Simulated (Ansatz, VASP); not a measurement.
## Two plane-wave programs on C

Contents of INCAR:

```
SYSTEM = C
PREC = Accurate
ENCUT = 520
EDIFF = 1E-7
ISMEAR = 0
SIGMA = 0.05
LREAL = .FALSE.
LASPH = .TRUE.
NELM = 80
ALGO = Normal
ISIF = 2
LWAVE = .FALSE.
LCHARG = .FALSE.
GGA = PE
NBANDS = 11
```

File KPOINTS:

```
Automatic mesh
0
G
  12 12 12
  0 0 0
```

POSCAR

```
C
1.0
    0.0000000000      1.7707790350      1.9035874626
    1.7707790350      0.0000000000      1.9035874626
    1.7707790350      1.7707790350      0.0000000000
C
2
Direct
    0.5000000000      0.5000000000      0.5000000000
    0.7500000000      0.7500000000      0.7500000000
```

Input for Ansatz:

```yaml
crystal:
  lattice:
    - [0.0, 1.770779035, 1.9035874626]
    - [1.770779035, 0.0, 1.9035874626]
    - [1.770779035, 1.770779035, 0.0]
  atoms:
    - { symbol: C, position: [0.5, 0.5, 0.5] }
    - { symbol: C, position: [0.75, 0.75, 0.75] }
basis:
  ecutwfc: 520.0
kpoints:
  mp_grid: { grid: [12, 12, 12] }
hamiltonian:
  xc: pbe
  pseudopotentials: { kind: paw, azcp: { folder: soft_1 } }
scf:
  occupations: { method: gaussian, width: 0.05 }
output:
  forces: true
  stress: true
  eigenvalues: true
```

Alike in both runs: task single point; functional PBE; k mesh 12 × 12 × 12; occupations gaussian, width 0.05 eV; no spin polarisation.

|  | VASP | Ansatz |
| --- | --- | --- |
| version | VASP 6.6.1 | Ansatz 0.2.0 |
| potentials or method | VASP PAW PBE potentials, release 64 (C), cutoff 520 eV | scalar-relativistic, plane waves, PAW |
| valence electrons in the cell | 8 | 8 |

Ansatz gave:

```
gap on the k mesh at the Fermi level (eV)                     : 3.17
least direct gap on the mesh (eV)                             : 4.83
pressure (GPa)                                                : -18.4
traceless stress, the component that is largest in VASP (GPa) : -45.41
```

Question: What did VASP give for the same quantities?

Answer: gap on the k mesh at the Fermi level (eV): 3.16; least direct gap on the mesh (eV): 4.83; pressure (GPa): -17.9; traceless stress, the component that is largest in VASP (GPa): -45.42.

With one functional, cell and mesh, what is left measures potentials, basis and numerics.
